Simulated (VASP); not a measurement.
# MgO (pbesol) (Fm-3m) in VASP: further runs

The runs below take MgO (pbesol) through single point, relaxation of cell and atoms, with PBEsol.

Everything below comes from runs of VASP 6.6.1. Logs are shortened: lines on timing, memory, paths and dates and some standing lists are left out, and cuts for length are marked.

## Step 1: The cell of the first run

Symmetry: Fm-3m, No. 225, cubic system. The conventional cell has a = 4.122 Å, b = 4.122 Å, c = 4.122 Å, α = 90.00°, β = 90.00°, γ = 90.00°. Mg (site symmetry m-3m) has 6 O at 2.06 Å within 2.7 Å. Within 2.7 Å of O (site symmetry m-3m) lie 6 Mg at 2.06 Å.

## Step 2: Single point, PBEsol

The input, INCAR:

```
SYSTEM = MgO
ALGO = Normal ; EDIFF = 1E-6
ENCUT = 600 ; GGA = PS
GGA_COMPAT = .FALSE. ; ISIF = 2
ISMEAR = 0 ; LASPH = .TRUE.
LCHARG = .TRUE. ; LELF = .TRUE.
LREAL = .FALSE. ; LVHAR = .TRUE.
LWAVE = .FALSE. ; NBANDS = 11
NELM = 120 ; PREC = Accurate
SIGMA = 0.02
```

The input, KPOINTS:

```
k-points
0
G
  10 10 10
  0 0 0
```

The input, POSCAR:

```
MgO
1.0
    0.0000000000      2.0608701064      2.0608701064
    2.0608701064      0.0000000000      2.0608701064
    2.0608701064      2.0608701064      0.0000000000
Mg O
1 1
Direct
    0.0000000000      0.0000000000      0.0000000000
    0.5000000000      0.5000000000      0.5000000000
```

Potentials or basis: VASP PAW PBE potentials, release 64 (Mg, O).

Command:

```
cat potpaw_PBE.64/Mg/POTCAR potpaw_PBE.64/O/POTCAR > POTCAR
mpirun -np 1 vasp_std > vasp.out
```

OUTCAR:

```text
SYSTEM = MgO
   EDIFF = 1E-6
   ENCUT = 600
   GGA = PS
   ISIF = 2
   ISMEAR = 0
   LASPH = .TRUE.
   LREAL = .FALSE.
   NELM = 120
   PREC = Accurate

 ion  position               nearest neighbor table
   1  0.000  0.000  0.000-   2 2.06   2 2.06   2 2.06   2 2.06   2 2.06   2 2.06
   2  0.500  0.500  0.500-   1 2.06   1 2.06   1 2.06   1 2.06   1 2.06   1 2.06

  LATTYP: Found a face centered cubic cell.
 ALAT       =     4.1217402128

  Lattice vectors:

 A1 = (   0.0000000000,   2.0608701064,   2.0608701064)
 A2 = (   2.0608701064,   0.0000000000,   2.0608701064)
 A3 = (   2.0608701064,   2.0608701064,   0.0000000000)

Analysis of symmetry for initial positions (statically):
=====================================================================
 Subroutine PRICEL returns:
 Original cell was already a primitive cell.

 Routine SETGRP: Setting up the symmetry group for a
 face centered cubic supercell.

 Subroutine GETGRP returns: Found 48 space group operations
 (whereof 48 operations were pure point group operations)
 out of a pool of 48 trial point group operations.

The static configuration has the point symmetry O_h .

Analysis of symmetry for dynamics (positions and initial velocities):
=====================================================================
 Subroutine PRICEL returns:
 Original cell was already a primitive cell.

 Routine SETGRP: Setting up the symmetry group for a
 face centered cubic supercell.

 Subroutine GETGRP returns: Found 48 space group operations
 (whereof 48 operations were pure point group operations)
 out of a pool of 48 trial point group operations.

The dynamic configuration has the point symmetry O_h .

 Subroutine INISYM returns: Found 48 space group operations
 (whereof 48 operations are pure point group operations),
 and found     1 'primitive' translations

----------------------------------------------------------------------------------------

                                     Primitive cell

  volume of cell :      17.5058

  direct lattice vectors                    reciprocal lattice vectors
     0.000000000  2.060870106  2.060870106    -0.242615970  0.242615970  0.242615970
     2.060870106  0.000000000  2.060870106     0.242615970 -0.242615970  0.242615970
     2.060870106  2.060870106  0.000000000     0.242615970  0.242615970 -0.242615970

  length of vectors
     2.914510455  2.914510455  2.914510455     0.420223187  0.420223187  0.420223187

  position of ions in fractional coordinates (direct lattice)
     0.000000000  0.000000000  0.000000000
     0.500000000  0.500000000  0.500000000

  ion indices of the primitive-cell ions
   primitive index   ion index
                 1           1
                 2           2

----------------------------------------------------------------------------------------

 KPOINTS: k-points

Automatic generation of k-mesh.
 Grid dimensions read from file:
 generate k-points for:   10   10   10

 Generating k-lattice:

  Cartesian coordinates                     Fractional coordinates (reciprocal lattice)
    -0.024261597  0.024261597  0.024261597     0.100000000  0.000000000  0.000000000
     0.024261597 -0.024261597  0.024261597     0.000000000  0.100000000  0.000000000
     0.024261597  0.024261597 -0.024261597     0.000000000  0.000000000  0.100000000

  Length of vectors
     0.042022319  0.042022319  0.042022319

  Shift w.r.t. Gamma in fractional coordinates (k-lattice)
     0.000000000  0.000000000  0.000000000

 Subroutine IBZKPT returns following result:
 ===========================================

 Found     47 irreducible k-points:

 Following reciprocal coordinates:
            Coordinates               Weight
  0.000000  0.000000  0.000000      1.000000
  0.100000  0.000000  0.000000      8.000000
  0.200000  0.000000  0.000000      8.000000
  0.300000  0.000000  0.000000      8.000000
  0.400000  0.000000  0.000000      8.000000
  0.500000  0.000000  0.000000      4.000000
[... 16 lines left out ...]
  0.300000  0.300000  0.000000      6.000000
  0.400000  0.300000  0.000000     24.000000
 [... further k-points ...]
   k-points           NKPTS =     47   k-points in BZ     NKDIM =     47   number of bands    NBANDS=     11
   number of dos      NEDOS =    301   number of ions     NIONS =      2
   total plane-waves  NPLWV =  13824
   dimension x,y,z NGX =    24 NGY =   24 NGZ =   24
   dimension x,y,z NGXF=    48 NGYF=   48 NGZF=   48
   ions per type =               1   1
   NGX,Y,Z   is equivalent  to a cutoff of  13.69, 13.69, 13.69 a.u.
   NGXF,Y,Z  is equivalent  to a cutoff of  27.38, 27.38, 27.38 a.u.
 SYSTEM =  MgO
   PREC   = accura    normal or accurate (medium, high low for compatibility)
   ISTART =      0    job   : 0-new  1-cont  2-samecut
   ICHARG =      2    charge: 1-file 2-atom 10-const
   ISPIN  =      1    spin polarized calculation?
   LNONCOLLINEAR =      F non collinear calculations
   LSORBIT =      F    spin-orbit coupling
   LASPH  =      T    aspherical Exc in radial PAW
   ENCUT  =  600.0 eV  44.10 Ry    6.64 a.u.   5.82  5.82  5.82*2*pi/ulx,y,z
   NELM   =    120;   NELMIN=  2; NELMDL= -5     # of ELM steps
   EDIFF  = 0.1E-05   stopping-criterion for ELM
   LREAL  =      F    real-space projection
   EDIFFG = 0.1E-04   stopping-criterion for IOM
   NSW    =      0    number of steps for IOM
   IBRION =     -1    ionic relax: 0-MD 1-quasi-New 2-CG
   NFREE  =      0    steps in history (QN), initial steepest desc. (CG)
   ISIF   =      2    stress and relaxation
   ISYM   =      2    0-nonsym 1-usesym 2-fastsym
   POTIM  = 0.5000    time-step for ionic-motion
   TEBEG  =    0.0;   TEEND  =   0.0 temperature during run
   PSTRESS=    0.0 pullay stress
   NELECT =       8.0000    total number of electrons
   NUPDOWN=      -1.0000    fix difference up-down
   EMIN   =  10.00;   EMAX   =-10.00  energy-range for DOS
   EFERMI =   0.00;   METHOD = LEGACY
   ISMEAR =     0;   SIGMA  =   0.02  broadening in eV -4-tet -1-fermi 0-gaus
   EFERMI_NEDOS =   21; number of points for ismear=-14 and -15
   IALGO  =     38    algorithm
   IMIX   =      4    mixing-type and parameters
     AMIX     =   0.40;   BMIX     =  1.00
     AMIX_MAG =   1.60;   BMIX_MAG =  1.00
  volume/ion in A,a.u.               =       8.75        59.07
  Fermi-wavevector in a.u.,A,eV,Ry     =   1.260988  2.382921 21.634490  1.590090
  Thomas-Fermi vector in A             =   2.394470
   LORBIT       =      0    0 simple, 1 ext, 2 COOP (PROOUT), +10 PAW based schemes
   GGA     = PS    functional components
   LHFCALC =     F    Hartree Fock is set to
   AEXX    =    0.0000 exact exchange contribution
   IVDW    =     0    specifies the selected vdW correction
   LEPSILON=     F    determine dielectric tensor
   LRPA    =     F    only Hartree local field effects (RPA)
 non-spin polarized calculation
 Gauss-broadening in eV      SIGMA  =   0.02
  energy-cutoff  :      600.00
  volume of cell :       17.51
 maximum number of plane-waves:       598
   NGX = 11   NGY = 11   NGZ = 11

 number of electron       7.9999997 magnetization

 Free energy of the ion-electron system (eV)
  ---------------------------------------------------
  ext. energy  EPLUGINS =         0.00000000
  ---------------------------------------------------
  free energy    TOTEN  =       -12.47484405 eV

  energy without entropy =      -12.47484405  energy(sigma->0) =      -12.47484405

 E-fermi :   3.7187     XC(G=0): -11.6286

 val. band max:        3.5714938841   @ k =   0.0000   0.0000   0.0000
 cond. band min:       8.8616838310   @ k =   0.0000   0.0000   0.0000
 fundamental gap:      5.2901899468
 Fermi energy:         3.7187457020

 k-point     1 :       0.0000    0.0000    0.0000
  band No.  band energies     occupation
      1     -13.9847      2.00000
      2       3.5715      2.00000
      3       3.5715      2.00000
      4       3.5715      2.00000
      5       8.8617      0.00000
      6      19.5643      0.00000
      7      19.5643      0.00000
      8      19.5643      0.00000
      9      23.5815      0.00000
     10      25.5438      0.00000
     11      25.5438      0.00000

 k-point     2 :       0.1000    0.0000    0.0000
  band No.  band energies     occupation
      1     -13.8646      2.00000
      2       2.8952      2.00000
      3       3.4943      2.00000
      4       3.4943      2.00000
      5       9.4874      0.00000
      6      18.2835      0.00000
      7      19.8307      0.00000
      8      19.8307      0.00000
      9      24.9082      0.00000
     10      24.9082      0.00000
     11      25.3803      0.00000

 k-point     3 :       0.2000    0.0000    0.0000
  band No.  band energies     occupation
      1     -13.5325      2.00000
      2       1.4904      2.00000
      3       3.2996      2.00000
      4       3.2996      2.00000
      5      10.6677      0.00000
      6      16.7982      0.00000
      7      20.4048      0.00000
      8      20.4048      0.00000
      9      24.2420      0.00000
     10      24.2420      0.00000
     11      26.7393      0.00000

 k-point     4 :       0.3000    0.0000    0.0000
  band No.  band energies     occupation
      1     -13.0792      2.00000
      2       0.0557      2.00000
      3       3.0714      2.00000
      4       3.0714      2.00000
      5      11.5051      0.00000
      6      16.2729      0.00000
      7      20.6577      0.00000
      8      20.6577      0.00000
      9      24.6629      0.00000
     10      24.6629      0.00000
     11      26.1748      0.00000

 k-point     5 :       0.4000    0.0000    0.0000
  band No.  band energies     occupation
      1     -12.6672      2.00000
      2      -1.0086      2.00000
      3       2.8957      2.00000
      4       2.8957      2.00000
      5      11.7298      0.00000
      6      16.5677      0.00000
      7      20.5173      0.00000
      8      20.5173      0.00000
      9      25.5670      0.00000
     10      25.9578      0.00000
     11      25.9578      0.00000
[... 211 lines left out ...]
 k-point    21 :      -0.3000    0.2000    0.0000
  band No.  band energies     occupation
      1     -12.5796      2.00000
      2      -0.3715      2.00000
      3       1.5917      2.00000
      4       2.8334      2.00000
      5      13.2821      0.00000
      6      15.8322      0.00000
      7      18.4200      0.00000
      8      21.5593      0.00000
      9      24.2803      0.00000
     10      25.3302      0.00000
     11      29.6640      0.00000

 k-point    22 :      -0.2000    0.2000    0.0000
  band No.  band energies     occupation
      1     -12.9456      2.00000
      2       0.2705      2.00000
      3       2.1023      2.00000
      4       3.0624      2.00000
      5      12.5650      0.00000
      6      15.6597      0.00000
      7      19.3084      0.00000
      8      22.0394      0.00000
      9      22.3637      0.00000
     10      25.5544      0.00000
     11      29.4344      0.00000

 k-point    23 :       0.3000    0.3000    0.0000
  band No.  band energies     occupation
      1     -12.8502      2.00000
      2       0.1972      2.00000
      3       2.5516      2.00000
      4       2.5516      2.00000
      5      13.0412      0.00000
      6      13.9292      0.00000
      7      18.6067      0.00000
      8      22.1639      0.00000
      9      22.1639      0.00000
     10      28.3291      0.00000
     11      32.2233      0.00000

 k-point    24 :       0.4000    0.3000    0.0000
  band No.  band energies     occupation
      1     -12.5626      2.00000
      2      -0.2751      2.00000
      3       2.1501      2.00000
      4       2.3911      2.00000
      5      13.4838      0.00000
      6      13.9845      0.00000
      7      17.7541      0.00000
      8      22.4796      0.00000
      9      22.6968      0.00000
     10      29.1390      0.00000
     11      31.7961      0.00000

 [... further k-points ...]

------------------------ aborting loop because EDIFF is reached ----------------------------------------

  FORCE on cell =-STRESS in cart. coord.  units (eV):
  Direction    XX          YY          ZZ          XY          YZ          ZX
  --------------------------------------------------------------------------------------
  -------------------------------------------------------------------------------------
  Total        1.2445780      1.2445780      1.2445780      0.0000000      0.0000000     -0.0000000
  in kB      113.9071139    113.9071139    113.9071139      0.0000000      0.0000000     -0.0000000
  external PRESSURE =     113.9071139 kB  Pullay stress =       0.0000000 kB

 VOLUME and BASIS-vectors are now :
 -----------------------------------------------------------------------------
  energy-cutoff  :      600.00
  volume of cell :       17.51
      direct lattice vectors                 reciprocal lattice vectors
     0.000000000  2.060870106  2.060870106    -0.242615970  0.242615970  0.242615970
     2.060870106  0.000000000  2.060870106     0.242615970 -0.242615970  0.242615970
     2.060870106  2.060870106  0.000000000     0.242615970  0.242615970 -0.242615970

 POSITION                                       TOTAL-FORCE (eV/Angst)
 -----------------------------------------------------------------------------------
      0.00000      0.00000      0.00000         0.000000      0.000000      0.000000
      2.06087      2.06087      2.06087        -0.000000      0.000000     -0.000000
 -----------------------------------------------------------------------------------
    total drift:                               -0.000000     -0.000000      0.000000

  FREE ENERGIE OF THE ION-ELECTRON SYSTEM (eV)
  ---------------------------------------------------
  free  energy   TOTEN  =       -12.4748440515 eV

  energy  without entropy=      -12.4748440515  energy(sigma->0) =      -12.47484405
```

It took 4 s on 1 thread of Intel Xeon 6975P-C (Granite Rapids), shared host; peak memory 0.14 GiB.

Results:

| Item | Value |
| --- | --- |
| Free energy | -12.4748 eV |
| Pressure | 11.4 GPa |
| Band gap on the k mesh | 5.29 eV, direct |

Caveat: the PAW data sets were made with another functional, which shifts forces and pressure a little.

## Step 3: Relaxation of cell and atoms, PBEsol, target pressure 12 GPa, at which the enthalpy is minimised

This run uses another cell than the first one, of 9.37 Å³/atom, 1.071 times its volume.

The input, INCAR:

```
PREC = Accurate
ENCUT = 600
EDIFF = 1E-7
ISMEAR = 0
SIGMA = 0.02
LREAL = False
LASPH = True
NELM = 120
ALGO = Normal
ISIF = 3
LWAVE = False
LCHARG = False
GGA = PS
IBRION = 2
NSW = 100
EDIFFG = -0.002
PSTRESS = 120.0
GGA_COMPAT = False
NELMIN = 4
```

The input, KPOINTS:

```
regular mesh
0
Gamma
  10 10 10
```

The input, POSCAR:

```
MgO
1.0
    0.0000000000      2.1085000000      2.1085000000
    2.1085000000      0.0000000000      2.1085000000
    2.1085000000      2.1085000000      0.0000000000
Mg O
1 1
Direct
    0.0000000000      0.0000000000      0.0000000000
    0.5000000000      0.5000000000      0.5000000000
```

Potentials or basis: VASP PAW PBE potentials, release 64 (Mg, O).

Command:

```
cat potpaw_PBE.64/Mg/POTCAR potpaw_PBE.64/O/POTCAR > POTCAR
mpirun -np 1 vasp_std > vasp.out
```

Wall time 7.5 s (1 thread of Intel Xeon 6975P-C (Granite Rapids), shared host); peak memory 0.15 GiB.

The run converged. Its results:

- Free energy: -12.4743 eV
- Relaxed volume: 8.73 Å³/atom
- Relaxed cell: a = 2.912 Å, b = 2.912 Å, c = 2.912 Å, α = 60.00°, β = 60.00°, γ = 60.00°
- Space group after relaxing (to 0.05 Å): Fm-3m (No. 225)
- Energy change on relaxing (the enthalpy is what falls): +20.5 meV/atom
- Ionic steps: 3
- Pressure after relaxing: 12.0 GPa
- Band gap on the k mesh: 5.32 eV, direct

Step by step:
```tsv
step	energy change (eV)	largest force (eV/Å)	pressure (GPa)	volume (Å³)
1	0.0000	0.0000	-1.04	18.75
2	0.1128	0.0000	21.26	16.75
3	0.0410	0.0000	11.97	17.45
```

Final structure:
```yaml
crystal:
  lattice:
    - [0.00000, 2.05878, 2.05878]
    - [2.05878, 0.00000, 2.05878]
    - [2.05878, 2.05878, 0.00000]
  atoms:
    - { symbol: Mg, position: [0.00000, 0.00000, 0.00000] }
    - { symbol: O, position: [0.50000, 0.50000, 0.50000] }
```

Levels at points of the mesh, in eV from the valence-band top:
```tsv
k point	band 1	band 2	band 3	band 4	band 5	band 6	band 7	band 8
(0.00, 0.00, 0.00)	-17.57	0.00	0.00	0.00	5.32	16.01	16.01	16.01
(0.50, 0.00, 0.00)	-16.08	-4.99	-0.74	-0.74	8.18	13.28	16.88	16.88
(0.50, 0.50, 0.00)	-15.79	-4.43	-1.46	-1.46	8.99	10.63	13.71	19.90
```

Caveat: the cell is relaxed towards a set pressure, so the enthalpy falls and the energy may rise; the PAW data sets were made with another functional, which shifts forces and pressure a little. Expect the measured gap to be larger: semilocal functionals such as PBEsol lack the derivative discontinuity.
